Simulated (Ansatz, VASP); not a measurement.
KZnCl3 in VASP and in Ansatz

```
K Zn Cl
1.0
     4.90012    0.00000    0.00000
     0.00000    4.90012    0.00000
     0.00000    0.00000    4.90012
K Zn Cl
1 1 3
Direct
  0.00000 0.00000 0.00000
  0.50000 0.50000 0.50000
  0.50000 0.50000 0.00000
  0.50000 0.00000 0.50000
  0.00000 0.50000 0.50000
```

Alike in both runs: task single point; functional PBE; k mesh 6 × 6 × 6; occupations fermi-dirac, width 0.02 eV; no spin polarisation.

|  | VASP | Ansatz |
| --- | --- | --- |
| version | VASP 6.6.1 | Ansatz 0.2.0 |
| potentials or method | VASP PAW PBE potentials, release 64 (K_sv, Zn, Cl) | plane waves, PAW |
| plane-wave cutoff (eV) | 520 | 420 |
| valence electrons in the cell | 42 | 42 |

VASP gave:

| Item | Value |
| --- | --- |
| gap on the k mesh at the Fermi level (eV) | 1.62 |
| pressure (GPa) | 1.7 |

Q: Which values does Ansatz return?

A: gap on the k mesh at the Fermi level (eV): 1.61; pressure (GPa): 1.6.

With one functional, cell and mesh, what is left measures potentials, basis and numerics.
